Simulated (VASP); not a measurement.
Runs of VASP 6.6.1 on TaN. The structure is that of space group R-3m (No. 166), or close to it. The cells are those of the table. 

```csv
cell,gap on the mesh (eV),pressure (GPa)
"a = 3.011 Å, angles 63.2°, 2 atoms",none,(b)
"a = 2.826 Å, angles 75.3°, 2 atoms",none,14.2
"a = 3.882 Å, angles 38.9°, 2 atoms",none,32.0
"a = 4.236 Å, angles 33.6°, 2 atoms",none,61.4
"a = 2.766 Å, angles 82.7°, 2 atoms",none,8.3
"a = 3.166 Å, angles 56.6°, 2 atoms",none,15.9
"a = 2.937 Å, angles 67.3°, 2 atoms",none,16.2
"a = 3.539 Å, angles 45.7°, 2 atoms",none,(a)
"a = 3.298 Å, angles 52.2°, 2 atoms",none,17.1
```

Alike in all rows: task single point; level PBE; potentials or basis VASP PAW PBE potentials, release 64 (Ta_pv, N); no spin polarisation; k mesh 20 × 20 × 20; cutoff (eV) 520; smearing gaussian 0.15 eV.

Question: Fill in the values left out.

Answer: (a) 19.4; (b) 15.8.

Caveats: spin-orbit coupling is left out, which moves the levels of the heavy elements.

A k mesh can miss the band edges, and the runs leave out spin-orbit coupling on Ta.

A gap of «none» marks levels without a gap at the run's occupations.
